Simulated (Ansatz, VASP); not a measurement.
**BN in VASP and in Ansatz**

```xyz
2
Lattice="0.0000 1.7326 1.7326 1.7326 0.0000 1.7326 1.7326 1.7326 0.0000" Properties=species:S:1:pos:R:3 pbc="T T T"
B     0.0000    0.0000    0.0000
N     0.8663    0.8663    0.8663
```

Change from the starting cell: hydrostatic strain -4.0%.

Alike in both runs: task single point; functional r2SCAN; k mesh 12 × 12 × 12; no spin polarisation.

|  | VASP | Ansatz |
| --- | --- | --- |
| version | VASP 6.6.1 | Ansatz 0.2.0 |
| potentials or method | VASP PAW PBE potentials, release 64 (B, N) | plane waves, PAW |
| plane-wave cutoff (eV) | 520 | 500 |
| occupations | gaussian, width 0.01 eV | fixed |
| valence electrons in the cell | 8 | 8 |

|  | VASP | Ansatz | Ansatz less VASP |
| --- | --- | --- | --- |
| gap on the k mesh at the Fermi level (eV) | 5.12 | 5.15 | +0.031 |
| pressure (GPa) | 61.5 | 59.9 | -1.60 |

VASP's potentials were made for PBE, not for r2SCAN. Both programs put the cell under a high pressure, so it lies far from rest at this level.

Noted on VASP's run: the cell as given lies far from equilibrium.
